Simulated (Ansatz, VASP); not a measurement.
# SiGe3 in VASP and in Ansatz

```
Si Ge
1.0
     4.00479    2.31217    3.27034
    -4.00479    2.31217    3.27034
     0.00000   -4.62433    3.27034
Si Ge
2 6
Direct
  0.87856 0.87856 0.87856
  0.12144 0.12144 0.12144
  0.87874 0.37128 0.37128
  0.62872 0.62872 0.12126
  0.62872 0.12126 0.62872
  0.37128 0.37128 0.87874
  0.12126 0.62872 0.62872
  0.37128 0.87874 0.37128
```

Alike in both runs: functional PBE; k mesh 3 × 3 × 3; occupations gaussian, width 0.2 eV; no spin polarisation.

Ansatz relaxed the structure, and its values are those at the end. VASP's run is a single point on that final structure, the one shown.

|  | VASP | Ansatz |
| --- | --- | --- |
| version | VASP 6.6.1 | Ansatz 0.2.0 |
| potentials or method | VASP PAW PBE potentials, release 64 (Si, Ge_d), cutoff 500 eV | scalar-relativistic, plane waves, PAW |
| valence electrons in the cell | 92 | 92 |

|  | VASP | Ansatz | Ansatz less VASP |
| --- | --- | --- | --- |
| gap on the k mesh at the Fermi level (eV) | 0.49 | 0.48 | -0.005 |
| least direct gap on the mesh (eV) | 0.49 | 0.48 | -0.005 |
| pressure (GPa) | 0.3 | 0.4 | +0.11 |
| rms of the force components (eV/Å) | 0.036 | 0.037 | +0.0007 |

With one functional, cell and mesh, what is left measures potentials, basis and numerics.
